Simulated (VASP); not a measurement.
# Cs (Cmmm) in VASP: single point with PBE

Aim: the single point of Cs with PBE.

Everything below comes from runs of VASP 6.6.1. Logs are shortened: lines on timing, memory, paths and dates and some standing lists are left out, and cuts for length are marked.

**1. The cell of the first run**

The structure is orthorhombic, space group Cmmm (No. 65). The conventional cell has a = 10.195 Å, b = 10.221 Å, c = 12.975 Å, α = 90.00°, β = 90.00°, γ = 90.00°.

**2. Single point, PBE**

The input, INCAR:

```
  PREC = Accurate
  ENCUT = 520
  EDIFF = 1E-6
  ISMEAR = 0
  SIGMA = 0.1
  LREAL = False
  LASPH = True
  NELM = 100
  ALGO = Normal
  ISIF = 2
  LWAVE = False
  LCHARG = False
  GGA = PE
  NBANDS = 30
```

The input, KPOINTS:

```
Automatic mesh
0
Gamma
  6 6 4
```

The input, POSCAR:

```
Cs
1.0
    5.0975686544     -5.1104743255      0.0000000000
    5.0975686544      5.1104743255      0.0000000000
    0.0000000000      0.0000000000     12.9746109777
Cs
5
Direct
    0.5000000000      0.0000000000      0.3075333099
    0.0000000000      0.5000000000      0.6924666901
    0.0000000000      0.5000000000      0.3075333099
    0.5000000000      0.0000000000      0.6924666901
    0.0000000000      0.0000000000      0.0000000000
```

Potentials or basis: VASP PAW PBE potentials, release 64 (Cs_sv).

Run with:

```sh
$ cat potpaw_PBE.64/Cs_sv/POTCAR > POTCAR
$ mpirun -np 1 vasp_std > vasp.out
```

OUTCAR:

```text
PREC = Accurate
   ENCUT = 520
   EDIFF = 1E-6
   ISMEAR = 0
   LREAL = False
   LASPH = True
   NELM = 100
   ISIF = 2
   GGA = PE

 ion  position               nearest neighbor table
   1  0.500  0.000  0.308-
   2  0.000  0.500  0.692-
   3  0.000  0.500  0.308-
   4  0.500  0.000  0.692-
   5  0.000  0.000  0.000-

  LATTYP: Found a base centered orthorhombic cell.
 ALAT       =    10.1951373088
 B/A-ratio  =     1.0025317307
 C/A-ratio  =     1.2726273894

  Lattice vectors:

 A1 = (   5.0975686544,  -5.1104743255,   0.0000000000)
 A2 = (   5.0975686544,   5.1104743255,   0.0000000000)
 A3 = (   0.0000000000,   0.0000000000,  12.9746109777)

Analysis of symmetry for initial positions (statically):
=====================================================================
 Subroutine PRICEL returns:
 Original cell was already a primitive cell.

 Routine SETGRP: Setting up the symmetry group for a
 base centered orthorhombic supercell.

 Subroutine GETGRP returns: Found  8 space group operations
 (whereof  8 operations were pure point group operations)
 out of a pool of  8 trial point group operations.

The static configuration has the point symmetry D_2h.

Analysis of symmetry for dynamics (positions and initial velocities):
=====================================================================
 Subroutine PRICEL returns:
 Original cell was already a primitive cell.

 Routine SETGRP: Setting up the symmetry group for a
 base centered orthorhombic supercell.

 Subroutine GETGRP returns: Found  8 space group operations
 (whereof  8 operations were pure point group operations)
 out of a pool of  8 trial point group operations.

The dynamic configuration has the point symmetry D_2h.

 Subroutine INISYM returns: Found  8 space group operations
 (whereof  8 operations are pure point group operations),
 and found     1 'primitive' translations

----------------------------------------------------------------------------------------

                                     Primitive cell

  volume of cell :     676.0030

  direct lattice vectors                    reciprocal lattice vectors
     5.097568654 -5.110474326  0.000000000     0.098085977 -0.097838276  0.000000000
     5.097568654  5.110474326  0.000000000     0.098085977  0.097838276  0.000000000
     0.000000000  0.000000000 12.974610978     0.000000000  0.000000000  0.077073602

  length of vectors
[... 83 lines left out ...]
   LNONCOLLINEAR =      F non collinear calculations
   LSORBIT =      F    spin-orbit coupling
   LASPH  =      T    aspherical Exc in radial PAW
   ENCUT  =  520.0 eV  38.22 Ry    6.18 a.u.  13.42 13.42 24.12*2*pi/ulx,y,z
   NELM   =    100;   NELMIN=  2; NELMDL= -5     # of ELM steps
   EDIFF  = 0.1E-05   stopping-criterion for ELM
   LREAL  =      F    real-space projection
   EDIFFG = 0.1E-04   stopping-criterion for IOM
   NSW    =      0    number of steps for IOM
   IBRION =     -1    ionic relax: 0-MD 1-quasi-New 2-CG
   NFREE  =      0    steps in history (QN), initial steepest desc. (CG)
   ISIF   =      2    stress and relaxation
   ISYM   =      2    0-nonsym 1-usesym 2-fastsym
   POTIM  = 0.5000    time-step for ionic-motion
   TEBEG  =    0.0;   TEEND  =   0.0 temperature during run
   PSTRESS=    0.0 pullay stress
   NELECT =      45.0000    total number of electrons
   NUPDOWN=      -1.0000    fix difference up-down
   EMIN   =  10.00;   EMAX   =-10.00  energy-range for DOS
   EFERMI =   0.00;   METHOD = LEGACY
   ISMEAR =     0;   SIGMA  =   0.10  broadening in eV -4-tet -1-fermi 0-gaus
   EFERMI_NEDOS =   21; number of points for ismear=-14 and -15
   IALGO  =     38    algorithm
   IMIX   =      4    mixing-type and parameters
     AMIX     =   0.40;   BMIX     =  1.00
     AMIX_MAG =   1.60;   BMIX_MAG =  1.00
  volume/ion in A,a.u.               =     135.20       912.38
  Fermi-wavevector in a.u.,A,eV,Ry     =   0.663482  1.253800  5.989407  0.440209
  Thomas-Fermi vector in A             =   1.736875
   LORBIT       =      0    0 simple, 1 ext, 2 COOP (PROOUT), +10 PAW based schemes
   GGA     = PE    functional components
   LHFCALC =     F    Hartree Fock is set to
   AEXX    =    0.0000 exact exchange contribution
   IVDW    =     0    specifies the selected vdW correction
   LEPSILON=     F    determine dielectric tensor
   LRPA    =     F    only Hartree local field effects (RPA)
 non-spin polarized calculation
 Gauss-broadening in eV      SIGMA  =   0.10
  energy-cutoff  :      520.00
  volume of cell :      676.00
 maximum number of plane-waves:     18240
 NGX is ok and might be reduce to    54
   NGX = 27   NGY = 27   NGZ = 49

 number of electron      45.0000015 magnetization

 Free energy of the ion-electron system (eV)
  ---------------------------------------------------
  ext. energy  EPLUGINS =         0.00000000
  ---------------------------------------------------
  free energy    TOTEN  =        -3.77426935 eV

  energy without entropy =       -3.74201147  energy(sigma->0) =       -3.75814041

 E-fermi :   0.1473     XC(G=0):  -4.9726

 val. band max:        0.1099349001   @ k =   0.5000   0.0000   0.2500
 cond. band min:       0.1607751564   @ k =   0.5000   0.3333   0.2500
 fundamental gap:      0.0508402563
 Fermi energy:         0.1473411335

 k-point     1 :       0.0000    0.0000    0.0000
  band No.  band energies     occupation
      1     -23.9333      2.00000
      2     -23.9296      2.00000
      3     -23.9229      2.00000
      4     -23.9196      2.00000
      5     -23.9149      2.00000
      6     -10.7975      2.00000
[... 781 lines left out ...]
     29       1.1352      0.00000
     30       1.3392      0.00000

 [... further k-points ...]
[... 5 lines left out ...]
  --------------------------------------------------------------------------------------
  -------------------------------------------------------------------------------------
  Total        0.0114173     -0.0226226      0.1208506      0.0000000      0.0000000      0.0000000
  in kB        0.0270600     -0.0536171      0.2864248      0.0000000      0.0000000      0.0000000
  external PRESSURE =       0.0866225 kB  Pullay stress =       0.0000000 kB

 VOLUME and BASIS-vectors are now :
 -----------------------------------------------------------------------------
  energy-cutoff  :      520.00
  volume of cell :      676.00
      direct lattice vectors                 reciprocal lattice vectors
     5.097568654 -5.110474326  0.000000000     0.098085977 -0.097838276  0.000000000
     5.097568654  5.110474326  0.000000000     0.098085977  0.097838276  0.000000000
     0.000000000  0.000000000 12.974610978     0.000000000  0.000000000  0.077073602

 POSITION                                       TOTAL-FORCE (eV/Angst)
 -----------------------------------------------------------------------------------
      2.54878     -2.55524      3.99013         0.000000     -0.000000      0.000262
      2.54878      2.55524      8.98449        -0.000000      0.000000     -0.000262
      2.54878      2.55524      3.99013         0.000000     -0.000000      0.000262
      2.54878     -2.55524      8.98449         0.000000     -0.000000     -0.000262
      0.00000      0.00000      0.00000         0.000000      0.000000      0.000000
 -----------------------------------------------------------------------------------
    total drift:                                0.000000     -0.000000      0.000000

  FREE ENERGIE OF THE ION-ELECTRON SYSTEM (eV)
  ---------------------------------------------------
  free  energy   TOTEN  =        -3.7742693540 eV

  energy  without entropy=       -3.7420114735  energy(sigma->0) =       -3.75814041
```

OSZICAR:

```text
N       E                     dE             d eps       ncg     rms          rms(c)
DAV:   1     0.382097817896E+03    0.38210E+03   -0.14051E+04  2340   0.106E+03
DAV:   2     0.611552177811E+02   -0.32094E+03   -0.31549E+03  3306   0.193E+02
DAV:   3    -0.198338867662E+01   -0.63139E+02   -0.62848E+02  2778   0.856E+01
DAV:   4    -0.375458192267E+01   -0.17712E+01   -0.17675E+01  2802   0.191E+01
DAV:   5    -0.378146595931E+01   -0.26884E-01   -0.26860E-01  3160   0.199E+00    0.397E-01
DAV:   6    -0.377390987329E+01    0.75561E-02   -0.21823E-02  2930   0.466E-01    0.268E-01
DAV:   7    -0.377310378191E+01    0.80609E-03   -0.23135E-02  2974   0.461E-01    0.116E-01
DAV:   8    -0.377412179849E+01   -0.10180E-02   -0.34930E-03  3048   0.231E-01    0.361E-02
DAV:   9    -0.377425421129E+01   -0.13241E-03   -0.36973E-04  2988   0.810E-02    0.136E-02
DAV:  10    -0.377426485798E+01   -0.10647E-04   -0.58281E-05  2844   0.302E-02    0.693E-03
DAV:  11    -0.377426851210E+01   -0.36541E-05   -0.77264E-06  2870   0.998E-03    0.307E-03
DAV:  12    -0.377426935401E+01   -0.84191E-06   -0.30885E-06  2180   0.516E-03
   1 F= -.37742694E+01 E0= -.37581404E+01  d E =-.322579E-01
```

stdout:

```text
POSCAR found type information on POSCAR Cs
 POSCAR found :  1 types and       5 ions
 scaLAPACK will be used
 LDA part: xc-table for (Slater+PW92), standard interpolation
 POSCAR, INCAR and KPOINTS ok, starting setup
 FFT: planning ... GRIDC
 FFT: planning ... GRID_SOFT
 FFT: planning ... GRID
 WAVECAR not read
 entering main loop
```

Run time: 5.3 min. Hardware: 1 thread of Intel Xeon 6975P-C (Granite Rapids), shared host; peak memory 0.91 GiB.

Results:

```
Free energy : -3.7743 eV
Pressure    : 0.0 GPa
```

Caveat: spin-orbit coupling is left out, which moves the levels of the heavy elements.
